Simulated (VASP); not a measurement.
Input of a VASP 6.6.1 run:

File POSCAR:

```
Ga4P3N
1.0
    3.6970692547      0.0000000000      0.0000000000
    0.0000000000      3.7040126491      5.2167702119
    0.0000000000     -3.7040126491      5.2167702119
N P Ga
1 3 4
Direct
    0.0000000000      0.0019211423      0.0019211423
    0.5000000000     -0.0009285408      0.4993724596
    0.5000000000      0.4993724596     -0.0009285408
    0.0000000000      0.5025322350      0.5025322350
    0.5000000000      0.8946953284      0.8946953284
    0.0000000000      0.8897094532      0.3379337010
    0.0000000000      0.3379337010      0.8897094532
    0.5000000000      0.3747642211      0.3747642211
```

Contents of INCAR.step1:

```
SYSTEM = Ga4P3N
  PREC = Accurate
  ENCUT = 520
  ISMEAR = -1
  SIGMA = 0.02
  LREAL = .FALSE.
  LASPH = .TRUE.
  NELM = 80
  NBANDS = 46
  GGA = PE
  ALGO = Normal
  EDIFF = 1E-4
  LWAVE = .TRUE.
  LCHARG = .FALSE.
```

Contents of INCAR.step2:

```
SYSTEM = Ga4P3N
  PREC = Accurate
  ENCUT = 520
  EDIFF = 1E-6
  ISMEAR = -1
  SIGMA = 0.02
  LREAL = .FALSE.
  LASPH = .TRUE.
  NELM = 80
  ALGO = Normal
  ISIF = 2
  LWAVE = .FALSE.
  LCHARG = .FALSE.
  METAGGA = R2SCAN
  LMIXTAU = .TRUE.
  NBANDS = 46
  ISTART = 1
```

The input KPOINTS:

```
regular mesh
0
G
  6 4 4
  0 0 0
```

Potentials or basis: VASP PAW PBE potentials, release 64 (N, P, Ga_d).

Run with:

```console
$ cat potpaw_PBE.64/N/POTCAR potpaw_PBE.64/P/POTCAR potpaw_PBE.64/Ga_d/POTCAR > POTCAR
$ cp INCAR.step1 INCAR
$ mpirun -np 1 vasp_std > vasp.out
$ cp INCAR.step2 INCAR
$ mpirun -np 1 vasp_std > vasp.out
```

Question: Estimate the largest force.

Answer: 0.054 eV/Å.

Question: Predict the band gap on the k mesh.

Answer: 0.06 eV.

Stress tensor (GPa, compression positive):
```
-0.01  0.00  0.00
 0.00  0.10  0.00
 0.00  0.00  0.06
```

Caveat: semilocal functionals underestimate gaps, and a narrow one can read as zero; the PAW data sets were made with another functional, which shifts forces and pressure a little. A k mesh can miss the band edges.
